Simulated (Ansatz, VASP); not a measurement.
# Si2As: VASP beside Ansatz

```
Si As
1.0
     0.00000    2.91452    2.91452
     2.91452    0.00000    2.91452
     2.91452    2.91452    0.00000
Si As
2 1
Cartesian
  1.4573 1.4573 1.4573
  4.3718 4.3718 4.3718
  0.0000 0.0000 0.0000
```

Alike in both runs: task single point; functional PBE; k mesh 6 × 6 × 6; occupations gaussian, width 0.1 eV; no spin polarisation.

```csv
,VASP,Ansatz
version,VASP 6.6.1,Ansatz 0.2.0
potentials or method,"VASP PAW PBE potentials, release 64 (Si, As), cutoff 520 eV","scalar-relativistic, plane waves, PAW"
valence electrons in the cell,13,23
```

```tsv
	VASP	Ansatz	Ansatz less VASP
gap on the k mesh at the Fermi level (eV)	none	none	-
pressure (GPa)	13.8	13.5	-0.34
```

A gap of «none» marks a metal or a gap that the smearing closes. The functional is the same, so the differences come from potentials, cutoffs and numerics. VASP's potentials hold 13 valence electrons a cell and Ansatz's 23, so a difference there can come from the potentials and not from the codes.
